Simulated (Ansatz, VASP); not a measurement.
**Two plane-wave programs on CaSe**

The input POSCAR:

```
CaSe
1.0
    0.0000000000      3.2795613712      3.4340287118
    3.2795613712      0.0000000000      3.4340287118
    3.2795613712      3.2795613712      0.0000000000
Ca Se
1 1
Direct
    0.0000000000      0.0000000000      0.0000000000
    0.2500000000      0.2500000000      0.2500000000
```

File INCAR.step1:

```
ALGO     = Normal         # electronic algorithm
EDIFF    = 1E-5           # SCF threshold, eV
ENCUT    = 520            # plane-wave cutoff, eV
GGA      = PE             # functional
ISIF     = 2              # what is computed and relaxed
ISMEAR   = 0              # smearing method
LASPH    = True           # aspherical terms in the spheres
LREAL    = False          # projectors in reciprocal space
LWAVE    = True           # write WAVECAR
NBANDS   = 15             # bands
NELM     = 100            # most SCF steps
PREC     = Accurate       # precision mode
SIGMA    = 0.01           # smearing width, eV
```

INCAR.step2

```
ALGO     = Normal         # electronic algorithm
EDIFF    = 1E-6           # SCF threshold, eV
ENCUT    = 520            # plane-wave cutoff, eV
GGA      = PE             # functional
HFSCREEN = 0.2079         # screening, 1/A
ISIF     = 2              # what is computed and relaxed
ISMEAR   = 0              # smearing method
ISTART   = 1            
LASPH    = True           # aspherical terms in the spheres
LCHARG   = True           # write CHGCAR
LELF     = True           # ELF
LHFCALC  = True           # exact exchange
LREAL    = False          # projectors in reciprocal space
LVHAR    = True         
LWAVE    = False          # write WAVECAR
NBANDS   = 15             # bands
NELM     = 100            # most SCF steps
PREC     = Accurate       # precision mode
PRECFOCK = Normal       
SIGMA    = 0.01           # smearing width, eV
```

KPOINTS

```
k-points
0
Gamma
  4 4 4
```

Input for Ansatz:

```yaml
crystal:
  lattice:
    - [0.0, 3.2795613712, 3.4340287118]
    - [3.2795613712, 0.0, 3.4340287118]
    - [3.2795613712, 3.2795613712, 0.0]
  atoms:
    - { symbol: Ca, position: [0.0, 0.0, 0.0] }
    - { symbol: Se, position: [0.25, 0.25, 0.25] }
kpoints:
  mp_grid: { grid: [4, 4, 4] }
  band_path:
    path:
      - [0.0, 0.0, 0.0]
      - [-0.5, -0.5, 0.0]
      - [-0.375, -0.375, 0.25]
      - [-0.375, 0.0, 0.375]
      - [0.0, 0.0, 0.5]
      - [-0.5, -0.25, 0.25]
      - [-0.2625, 0.0, 0.2625]
    npoints: 1
hamiltonian:
  xc: hse06
scf:
  occupations: { method: fixed }
  n_extra_bands: 4
output:
  forces: true
  stress: true
  eigenvalues: true
```

Change from the starting cell: uniaxial_z strain +4.7%.

Alike in both runs: task single point; functional HSE06; k mesh 4 × 4 × 4; no spin polarisation.

|  | VASP | Ansatz |
| --- | --- | --- |
| version | VASP 6.6.1 | Ansatz 0.2.0 |
| potentials or method | VASP PAW PBE potentials, release 64 (Ca_sv, Se) | plane waves, PAW |
| plane-wave cutoff (eV) | 520 | 420 |
| occupations | gaussian, width 0.01 eV | fixed |
| valence electrons in the cell | 16 | 26 |

|  | VASP | Ansatz | Ansatz less VASP |
| --- | --- | --- | --- |
| gap on the k mesh at the Fermi level (eV) | 3.86 | 3.86 | +0.001 |
| pressure (GPa) | -1.2 | -1.2 | -0.02 |
| traceless stress, the component that is largest in VASP (GPa) | -0.30 | -0.30 | -0.002 |

VASP's potentials hold 16 valence electrons a cell and Ansatz's 26, so a difference there can come from the potentials and not from the codes. Ansatz's warnings: stress exchange threshold loose, stress scf threshold loose.
